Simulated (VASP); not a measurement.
AlN, 2 atoms in the cell. Symmetry: F-43m, No. 216, cubic system. The conventional cell has a = 4.342 Å, b = 4.342 Å, c = 4.342 Å, α = 90.00°, β = 90.00°, γ = 90.00°. Al (site symmetry -43m) has 4 N at 1.88 Å within 2.5 Å. Within 2.5 Å of N (site symmetry -43m) lie 4 Al at 1.88 Å. 

```yaml
Program: VASP 6.6.1
Task: relaxation of cell and atoms
Functional: LDA
Potentials_or_basis: VASP PAW LDA potentials, release 64 (Al, N)
Cutoff: 600 eV
k_mesh: 10 × 10 × 10
Occupations: gaussian, width 0.01 eV
Spin: no spin polarisation
Target_pressure: -1 GPa
Dipole_correction: no
Further_INCAR_settings: ALGO = Normal; EDIFF = 1e-07; IBRION = 2; EDIFFG = -0.001; NSW = 80; ISIF = 3
```

Potentials or basis: VASP PAW LDA potentials, release 64 (Al, N).

Command:

```console
$ cat potpaw_LDA.64/Al/POTCAR potpaw_LDA.64/N/POTCAR > POTCAR
$ mpirun -np 1 vasp_std > vasp.out
```

Hardware: 1 thread of Intel(R) Xeon(R) 6975P-C (Granite Rapids), with other jobs on the host.

Problem. Estimate the wall time of this run.

Solution. It took 24 s on 1 thread of Intel(R) Xeon(R) 6975P-C (Granite Rapids), with other jobs on the host, peak memory 0.13 GiB. Counts: scf iterations 24, k points 47, ion steps 3.
